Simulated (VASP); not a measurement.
# Pt in VASP: a series of runs

Pt is run at these levels: PBEsol+D4, PBE, RPBE; tasks: relaxation of cell and atoms, single point.

All numbers are computed with VASP 6.6.1; they aren't measurements. Logs are shortened: lines on timing, memory, paths and dates and some standing lists are left out, and cuts for length are marked.

**1. The cell of the first run**

Symmetry: Fm-3m, No. 225, cubic system. Conventional cell: a = 3.922 Å, b = 3.922 Å, c = 3.922 Å, α = 90.00°, β = 90.00°, γ = 90.00°. Pt (site symmetry m-3m) has 12 Pt at 2.77 Å within 3.7 Å.

**2. Relaxation of cell and atoms, PBEsol+D4**

Contents of INCAR:

```
SYSTEM = Pt
ALGO = Normal ; EDIFF = 1E-6
EDIFFG = -0.01 ; ENCUT = 600
GGA = PS ; IBRION = 2
ISIF = 3 ; ISMEAR = -1
IVDW = 13 ; LASPH = .TRUE.
LCHARG = .FALSE. ; LREAL = .FALSE.
LWAVE = .FALSE. ; NELM = 100
NSW = 60 ; PREC = Accurate
SIGMA = 0.05
```

Contents of KPOINTS:

```
k-points
0
G
  12 12 12
  0 0 0
```

Contents of POSCAR:

```
Pt
1.0
    0.0000000000      1.9609000000      1.9609000000
    1.9609000000      0.0000000000      1.9609000000
    1.9609000000      1.9609000000      0.0000000000
Pt
1
Direct
    0.0000000000      0.0000000000      0.0000000000
```

Potentials or basis: VASP PAW PBE potentials, release 64 (Pt).

On the command line:

```bash
cat potpaw_PBE.64/Pt/POTCAR > POTCAR
mpirun -np 1 vasp_std > vasp.out
```

OUTCAR:

```text
SYSTEM = Pt
   EDIFF = 1E-6
   EDIFFG = -0.01
   ENCUT = 600
   GGA = PS
   IBRION = 2
   ISIF = 3
   ISMEAR = -1
   IVDW = 13
   LASPH = .TRUE.
   LREAL = .FALSE.
   NELM = 100
   NSW = 60
   PREC = Accurate

 ion  position               nearest neighbor table
   1  0.000  0.000  0.000-

  LATTYP: Found a face centered cubic cell.
 ALAT       =     3.9218000000

  Lattice vectors:

 A1 = (   0.0000000000,   1.9609000000,   1.9609000000)
 A2 = (   1.9609000000,   0.0000000000,   1.9609000000)
 A3 = (   1.9609000000,   1.9609000000,   0.0000000000)

Analysis of symmetry for initial positions (statically):
=====================================================================
 Subroutine PRICEL returns:
 Original cell was already a primitive cell.

 Routine SETGRP: Setting up the symmetry group for a
 face centered cubic supercell.

 Subroutine GETGRP returns: Found 48 space group operations
 (whereof 48 operations were pure point group operations)
 out of a pool of 48 trial point group operations.

The static configuration has the point symmetry O_h .

Analysis of symmetry for dynamics (positions and initial velocities):
=====================================================================
 Subroutine PRICEL returns:
 Original cell was already a primitive cell.

 Routine SETGRP: Setting up the symmetry group for a
 face centered cubic supercell.

 Subroutine GETGRP returns: Found 48 space group operations
 (whereof 48 operations were pure point group operations)
 out of a pool of 48 trial point group operations.

The dynamic configuration has the point symmetry O_h .

 Subroutine INISYM returns: Found 48 space group operations
 (whereof 48 operations are pure point group operations),
 and found     1 'primitive' translations

----------------------------------------------------------------------------------------

                                     Primitive cell

  volume of cell :      15.0798

  direct lattice vectors                    reciprocal lattice vectors
     0.000000000  1.960900000  1.960900000    -0.254984956  0.254984956  0.254984956
     1.960900000  0.000000000  1.960900000     0.254984956 -0.254984956  0.254984956
     1.960900000  1.960900000  0.000000000     0.254984956  0.254984956 -0.254984956

  length of vectors
     2.773131374  2.773131374  2.773131374     0.441646899  0.441646899  0.441646899

  position of ions in fractional coordinates (direct lattice)
     0.000000000  0.000000000  0.000000000

  ion indices of the primitive-cell ions
   primitive index   ion index
                 1           1

----------------------------------------------------------------------------------------

[... 64 lines left out ...]
   LNONCOLLINEAR =      F non collinear calculations
   LSORBIT =      F    spin-orbit coupling
   LASPH  =      T    aspherical Exc in radial PAW
   ENCUT  =  600.0 eV  44.10 Ry    6.64 a.u.   5.54  5.54  5.54*2*pi/ulx,y,z
   NELM   =    100;   NELMIN=  2; NELMDL= -5     # of ELM steps
   EDIFF  = 0.1E-05   stopping-criterion for ELM
   LREAL  =      F    real-space projection
   EDIFFG = -.1E-01   stopping-criterion for IOM
   NSW    =     60    number of steps for IOM
   IBRION =      2    ionic relax: 0-MD 1-quasi-New 2-CG
   NFREE  =      1    steps in history (QN), initial steepest desc. (CG)
   ISIF   =      3    stress and relaxation
   ISYM   =      2    0-nonsym 1-usesym 2-fastsym
   POTIM  = 0.5000    time-step for ionic-motion
   TEBEG  =    0.0;   TEEND  =   0.0 temperature during run
   PSTRESS=    0.0 pullay stress
   NELECT =      10.0000    total number of electrons
   NUPDOWN=      -1.0000    fix difference up-down
   EMIN   =  10.00;   EMAX   =-10.00  energy-range for DOS
   EFERMI =   0.00;   METHOD = LEGACY
   ISMEAR =    -1;   SIGMA  =   0.05  broadening in eV -4-tet -1-fermi 0-gaus
   EFERMI_NEDOS =   21; number of points for ismear=-14 and -15
   IALGO  =     38    algorithm
   IMIX   =      4    mixing-type and parameters
     AMIX     =   0.40;   BMIX     =  1.00
     AMIX_MAG =   1.60;   BMIX_MAG =  1.00
  volume/ion in A,a.u.               =      15.08       101.76
  Fermi-wavevector in a.u.,A,eV,Ry     =   1.427609  2.697791 27.729605  2.038068
  Thomas-Fermi vector in A             =   2.547760
   LORBIT       =      0    0 simple, 1 ext, 2 COOP (PROOUT), +10 PAW based schemes
   GGA     = PS    functional components
   LHFCALC =     F    Hartree Fock is set to
   AEXX    =    0.0000 exact exchange contribution
   IVDW    =    13    specifies the selected vdW correction
   LEPSILON=     F    determine dielectric tensor
   LRPA    =     F    only Hartree local field effects (RPA)
 conjugate gradient relaxation of ions
 non-spin polarized calculation
  energy-cutoff  :      600.00
  volume of cell :       15.08
 maximum number of plane-waves:       531
 NGX is ok and might be reduce to    24
   NGX = 11   NGY = 11   NGZ = 11

--------------------------------------- Ionic step        1  -------------------------------------------

 number of electron      10.0000000 magnetization

 Free energy of the ion-electron system (eV)
  ---------------------------------------------------
  ext. energy  EPLUGINS =         0.00000000
  ---------------------------------------------------
  free energy    TOTEN  =        -6.97303887 eV

  energy without entropy =       -6.95741594  energy(sigma->0) =       -6.96522740

------------------------ aborting loop because EDIFF is reached ----------------------------------------

  DFT-D4 for vdW energy calculation

  Edisp (eV):   -0.45089
[... 108 lines left out ...]
--------------------------------------- Ionic step        4  -------------------------------------------

 number of electron       9.9999999 magnetization

 Free energy of the ion-electron system (eV)
  ---------------------------------------------------
  ext. energy  EPLUGINS =         0.00000000
  ---------------------------------------------------
  free energy    TOTEN  =        -6.97016365 eV

  energy without entropy =       -6.95473794  energy(sigma->0) =       -6.96245079

 E-fermi :  11.4758     XC(G=0): -13.7341

 val. band max:       11.4721362614   @ k =  -0.4167   0.3333   0.0833
 cond. band min:      11.4787085999   @ k =   0.5000   0.4167   0.0833
 fundamental gap:      0.0065723385
 Fermi energy:        11.4758386693

 k-point     1 :       0.0000    0.0000    0.0000
  band No.  band energies     occupation
      1       0.9461      2.00000
      2       7.5384      2.00000
      3       7.5384      2.00000
      4       7.5384      2.00000
      5       9.7843      2.00000
      6       9.7843      2.00000
      7      26.0196      0.00000
      8      31.0810      0.00000
      9      31.0810      0.00000
[... 265 lines left out ...]
 k-point    24 :      -0.4167    0.1667    0.0000
  band No.  band energies     occupation
      1       4.7271      2.00000
      2       6.8726      2.00000
      3       8.1808      2.00000
      4       8.4461      2.00000
      5      11.1568      1.99662
      6      14.4895      0.00000
      7      17.5637      0.00000
      8      26.3205      0.00000
      9      28.4202      0.00000

 [... further k-points ...]

------------------------ aborting loop because EDIFF is reached ----------------------------------------

  DFT-D4 for vdW energy calculation

  Edisp (eV):   -0.45830
[... 24 lines left out ...]
  FREE ENERGIE OF THE ION-ELECTRON SYSTEM (eV)
  ---------------------------------------------------
  free  energy   TOTEN  =        -7.4284623632 eV

  energy  without entropy=       -7.4130366460  energy(sigma->0) =       -7.42074950

 reached required accuracy - stopping structural energy minimisation
```

OSZICAR:

```text
N       E                     dE             d eps       ncg     rms          rms(c)
DAV:   1     0.414052989962E+02    0.41405E+02   -0.59883E+03  1328   0.116E+03
DAV:   2    -0.697617576342E+01   -0.48381E+02   -0.46909E+02  1351   0.200E+02
DAV:   3    -0.742107428063E+01   -0.44490E+00   -0.44012E+00  1541   0.202E+01
DAV:   4    -0.742230603787E+01   -0.12318E-02   -0.12317E-02  1478   0.111E+00
[... 25 lines left out ...]
   3 F= -.74284606E+01 E0= -.74207461E+01  d E =-.452723E-02
       N       E                     dE             d eps       ncg     rms          rms(c)
DAV:   1    -0.697017453755E+01    0.13375E-03   -0.25038E-04  1315   0.171E-01    0.239E-02
DAV:   2    -0.697016406782E+01    0.10470E-04   -0.30903E-05  1300   0.498E-02    0.947E-03
DAV:   3    -0.697016365257E+01    0.41525E-06   -0.26584E-06   652   0.137E-02
   4 F= -.74284624E+01 E0= -.74207495E+01  d E =-.452900E-02
```

It took 40 s on 1 thread of AMD EPYC 7R43 (Zen 3), shared host; peak memory 0.12 GiB.

What came out:

```
Free energy                            : -7.4285 eV
Relaxed volume                         : 14.81 Å³/atom
Relaxed cell                           : a = 2.756 Å, b = 2.756 Å, c = 2.756 Å, α = 60.00°, β = 60.00°, γ = 60.00°
Space group after relaxing (to 0.05 Å) : Fm-3m (No. 225)
Energy gained by relaxing              : 4.5 meV/atom
Ionic steps                            : 4
Pressure after relaxing                : 0.0 GPa
Band gap on the k mesh                 : zero (band 5 reaches 11.98 eV, above the bottom of band 6 at 9.67 eV)
Dispersion energy per atom             : -0.458 eV
```

Step by step:
```
step  energy change (eV)  largest force (eV/Å)  pressure (GPa)  volume (Å³)
   1              0.0000                0.0000           -5.23        15.08
   2              0.0390                0.0000           18.99        14.03
   3             -0.0045                0.0000           -0.11        14.81
   4             -0.0045                0.0000            0.00        14.81
```

Final structure:
```yaml
crystal:
  lattice:
    - [0.00000, 1.94912, 1.94912]
    - [1.94912, 0.00000, 1.94912]
    - [1.94912, 1.94912, 0.00000]
  atoms:
    - { symbol: Pt, position: [0.00000, 0.00000, 0.00000] }
```

Levels at points of the mesh, in eV from the Fermi level:
```
           k point  band 2  band 3  band 4  band 5  band 6  band 7  band 8  band 9
(0.00, 0.00, 0.00)   -3.94   -3.94   -3.94   -1.69   -1.69   14.54   19.61   19.61
(0.50, 0.00, 0.00)   -4.00   -4.00   -0.65    0.03    0.03    5.92   14.10   19.04
(0.50, 0.50, 0.00)   -6.86    0.01    0.50    0.50    1.65    9.01   11.37   11.37
```

Caveat: the PAW data sets were made with another functional, which shifts forces and pressure a little; spin-orbit coupling is left out, which moves the levels of the heavy elements; pairwise dispersion overbinds metals, which lowers pressure and volume.

**3. Single point, PBE**

This run uses another cell than the first one, of 13.90 Å³/atom, 0.922 times its volume.

Contents of INCAR:

```
ALGO = Normal
EDIFF = 1E-6
ENCUT = 520
GGA = PE
ISIF = 2
ISMEAR = -1
LASPH = True
LCHARG = False
LREAL = False
LWAVE = False
NBANDS = 11
NELM = 100
PREC = Accurate
SIGMA = 0.05
```

Contents of KPOINTS:

```
k-points
0
Gamma
  12 12 12
```

Contents of POSCAR:

```
Pt
1.0
    0.0000000000      1.8824640000      1.9609000000
    1.8824640000      0.0000000000      1.9609000000
    1.8824640000      1.8824640000      0.0000000000
Pt
1
Direct
    0.0000000000      0.0000000000      0.0000000000
```

Potentials or basis: VASP PAW PBE potentials, release 64 (Pt).

On the command line:

```bash
cat potpaw_PBE.64/Pt/POTCAR > POTCAR
mpirun -np 1 vasp_std > vasp.out
```

OUTCAR:

```text
EDIFF = 1E-6
   ENCUT = 520
   GGA = PE
   ISIF = 2
   ISMEAR = -1
   LASPH = True
   LREAL = False
   NELM = 100
   PREC = Accurate

 ion  position               nearest neighbor table
   1  0.000  0.000  0.000-

  LATTYP: Found a body centered tetragonal cell.
 ALAT       =     2.6622061195
 C/A-ratio  =     1.4731391275

  Lattice vectors:

 A1 = (  -1.8824640000,   0.0000000000,   1.9609000000)
 A2 = (   1.8824640000,   0.0000000000,   1.9609000000)
 A3 = (   0.0000000000,   1.8824640000,  -1.9609000000)

Analysis of symmetry for initial positions (statically):
[... 510 lines left out ...]
      8      27.4407      0.00000
      9      30.4306      0.00000
     10      32.6785      0.00000
     11      40.2337      0.00000

 [... further k-points ...]
[... 5 lines left out ...]
  --------------------------------------------------------------------------------------
  -------------------------------------------------------------------------------------
  Total        3.6360484      3.6360484      3.1906571      0.0000000      0.0000000     -0.0000000
  in kB      419.1808472    419.1808472    367.8340424      0.0000000      0.0000000     -0.0000000
  external PRESSURE =     402.0652456 kB  Pullay stress =       0.0000000 kB

 VOLUME and BASIS-vectors are now :
 -----------------------------------------------------------------------------
  energy-cutoff  :      520.00
  volume of cell :       13.90
      direct lattice vectors                 reciprocal lattice vectors
     0.000000000  1.882464000  1.960900000    -0.265609329  0.265609329  0.254984956
     1.882464000  0.000000000  1.960900000     0.265609329 -0.265609329  0.254984956
     1.882464000  1.882464000  0.000000000     0.265609329  0.265609329 -0.254984956

 POSITION                                       TOTAL-FORCE (eV/Angst)
 -----------------------------------------------------------------------------------
      0.00000      0.00000      0.00000         0.000000      0.000000      0.000000
 -----------------------------------------------------------------------------------
    total drift:                               -0.000000     -0.000000     -0.000000

  FREE ENERGIE OF THE ION-ELECTRON SYSTEM (eV)
  ---------------------------------------------------
  free  energy   TOTEN  =        -5.9123002357 eV

  energy  without entropy=       -5.9001063303  energy(sigma->0) =       -5.90620328
```

OSZICAR:

```text
N       E                     dE             d eps       ncg     rms          rms(c)
DAV:   1     0.412116049763E+02    0.41212E+02   -0.54060E+03  3642   0.850E+02
DAV:   2    -0.565151057535E+01   -0.46863E+02   -0.45308E+02  4134   0.183E+02
DAV:   3    -0.626643918278E+01   -0.61493E+00   -0.61328E+00  4239   0.197E+01
DAV:   4    -0.626875847345E+01   -0.23193E-02   -0.23191E-02  4163   0.141E+00
DAV:   5    -0.626877530372E+01   -0.16830E-04   -0.16832E-04  4209   0.110E-01    0.165E+01
DAV:   6    -0.596537700528E+01    0.30340E+00   -0.56924E-01  3919   0.624E+00    0.887E+00
DAV:   7    -0.591650777309E+01    0.48869E-01   -0.16899E-01  4117   0.328E+00    0.252E+00
DAV:   8    -0.591249426843E+01    0.40135E-02   -0.99920E-03  3868   0.892E-01    0.555E-01
DAV:   9    -0.591229477778E+01    0.19949E-03   -0.21219E-04  4054   0.132E-01    0.246E-02
DAV:  10    -0.591230016463E+01   -0.53868E-05   -0.46735E-06  4848   0.157E-02    0.212E-03
DAV:  11    -0.591230023565E+01   -0.71023E-07   -0.32527E-08  2225   0.173E-03
   1 F= -.59123002E+01 E0= -.59062033E+01  d E =-.121939E-01
```

Wall time 20 s (1 thread of AMD EPYC 7R43 (Zen 3), shared host); peak memory 0.1 GiB.

Results:

| Quantity | Value |
| --- | --- |
| Free energy | -5.9123 eV |
| Pressure | 40.2 GPa |
| Band gap on the k mesh | zero (band 5 reaches 13.76 eV, above the bottom of band 6 at 10.94 eV) |

Caveat: spin-orbit coupling is left out, which moves the levels of the heavy elements.

**4. Single point, PBE**

This run uses another cell than the first one, of 14.78 Å³/atom, 0.980 times its volume.

Contents of INCAR:

```
PREC = Accurate ; ENCUT = 520
EDIFF = 1E-6 ; ISMEAR = -1
SIGMA = 0.05 ; LREAL = False
LASPH = True ; NELM = 80
ALGO = Normal ; ISIF = 2
LWAVE = False ; LCHARG = False
GGA = PE ; NBANDS = 11
```

Contents of KPOINTS:

```
regular mesh
0
Gamma
  12 12 12
```

Contents of POSCAR:

```
Pt
1.0
    0.0000000000      1.9412910000      1.9609000000
    1.9412910000      0.0000000000      1.9609000000
    1.9412910000      1.9412910000      0.0000000000
Pt
1
Direct
    0.0000000000      0.0000000000      0.0000000000
```

On the command line:

```bash
cat potpaw_PBE.64/Pt/POTCAR > POTCAR
mpirun -np 1 vasp_std > vasp.out
```

Run time: 29 s. Hardware: 1 thread of AMD EPYC 7R43 (Zen 3), shared host; peak memory 0.12 GiB.

The run converged. Its results:

| Item | Value |
| --- | --- |
| Free energy | -6.0683 eV |
| Pressure | 16.1 GPa |
| Band gap on the k mesh | zero (band 5 reaches 12.24 eV, above the bottom of band 6 at 9.92 eV) |

Stress tensor (GPa, compression positive):
```
16.31  0.00  0.00
 0.00 16.31  0.00
 0.00  0.00 15.69
```

Levels at points of the mesh, in eV from the Fermi level:
| k point | band 2 | band 3 | band 4 | band 5 | band 6 | band 7 | band 8 | band 9 |
| --- | --- | --- | --- | --- | --- | --- | --- | --- |
| (0.00, 0.00, 0.00) | -4.01 | -3.89 | -3.89 | -1.77 | -1.63 | 14.55 | 19.46 | 19.72 |
| (0.50, 0.00, 0.00) | -4.06 | -3.94 | -0.58 | 0.00 | 0.06 | 5.98 | 14.12 | 19.00 |
| (0.50, 0.50, 0.00) | -6.86 | 0.00 | 0.50 | 0.50 | 1.59 | 8.91 | 11.56 | 11.56 |
| (0.50, 0.00, 0.50) | -6.85 | -0.01 | 0.45 | 0.55 | 1.78 | 9.18 | 11.34 | 11.41 |

Caveat: spin-orbit coupling is left out, which moves the levels of the heavy elements.

**5. Single point, RPBE**

Contents of INCAR:

```
PREC     = Accurate       # precision mode
ENCUT    = 520            # plane-wave cutoff, eV
EDIFF    = 1E-7           # SCF threshold, eV
ISMEAR   = -1             # smearing method
SIGMA    = 0.05           # smearing width, eV
LREAL    = F              # projectors in reciprocal space
LASPH    = T              # aspherical terms in the spheres
NELM     = 80             # most SCF steps
ALGO     = Fast           # electronic algorithm
ISIF     = 2              # what is computed and relaxed
LWAVE    = F              # write WAVECAR
LCHARG   = F              # write CHGCAR
GGA      = RP             # functional
NBANDS   = 11             # bands
```

Contents of KPOINTS:

```
Automatic mesh
0
Gamma
  12 12 12
```

Contents of POSCAR:

```
Pt
1.0
    0.0000000000      1.9609000000      1.9609000000
    1.9609000000      0.0000000000      1.9609000000
    1.9609000000      1.9609000000      0.0000000000
Pt
1
Direct
    0.0000000000      0.0000000000      0.0000000000
```

On the command line:

```bash
cat potpaw_PBE.64/Pt/POTCAR > POTCAR
mpirun -np 1 vasp_std > vasp.out
```

Run time: 6.1 s. Hardware: 1 thread of Intel Xeon 6975P-C (Granite Rapids), shared host; peak memory 0.14 GiB.

It converged, with:

```yaml
Free_energy: -5.4358 eV
Pressure: 14.0 GPa
Band_gap_on_the_k_mesh: zero (band 5 reaches 11.85 eV, above the bottom of band 6 at 9.62 eV)
```

Levels at points of the mesh, in eV from the Fermi level:
| k point | band 1 | band 2 | band 3 | band 4 | band 5 | band 6 | band 7 | band 8 | band 9 | band 10 |
| --- | --- | --- | --- | --- | --- | --- | --- | --- | --- | --- |
| (0.00, 0.00, 0.00) | -10.21 | -3.80 | -3.80 | -3.80 | -1.65 | -1.65 | 14.59 | 19.58 | 19.58 | 19.58 |
| (0.50, 0.00, 0.00) | -7.33 | -3.86 | -3.86 | -0.47 | 0.02 | 0.02 | 5.85 | 14.17 | 18.98 | 18.98 |
| (0.50, 0.50, 0.00) | -7.09 | -6.63 | -0.02 | 0.48 | 0.48 | 1.78 | 8.90 | 11.40 | 11.40 | 20.13 |

Caveat: the PAW data sets were made with another functional, which shifts forces and pressure a little; spin-orbit coupling is left out, which moves the levels of the heavy elements.

**6. The runs side by side**

| task | level | cell | cutoff (eV) | gap on the mesh (eV) | pressure (GPa) |
| --- | --- | --- | --- | --- | --- |
| relaxation of cell and atoms | PBEsol+D4 | relaxed from a = 2.773 Å, angles 60.0°, 1 atom | 600 | none | 0.0 |
| single point | PBE | a = 2.718, b = 2.718, c = 2.662 Å, angles 60.7, 60.7, 58.6°, 1 atom | 520 | none | 40.2 |
| single point | PBE | a = 2.759, b = 2.759, c = 2.745 Å, angles 60.2, 60.2, 59.7°, 1 atom | 520 | none | 16.1 |
| single point | RPBE | a = 2.773 Å, angles 60.0°, 1 atom | 520 | none | 14.0 |

Alike in all rows: potentials or basis VASP PAW PBE potentials, release 64 (Pt); no spin polarisation; k mesh 12 × 12 × 12; smearing fermi-dirac 0.05 eV.

Caveats: spin-orbit coupling is left out, which moves the levels of the heavy elements; the PAW data sets were made with another functional, which shifts forces and pressure a little (some runs); pairwise dispersion overbinds metals, which lowers pressure and volume (some runs).

Total energies depend on the potentials used, so only differences within one code and one set of settings carry meaning.
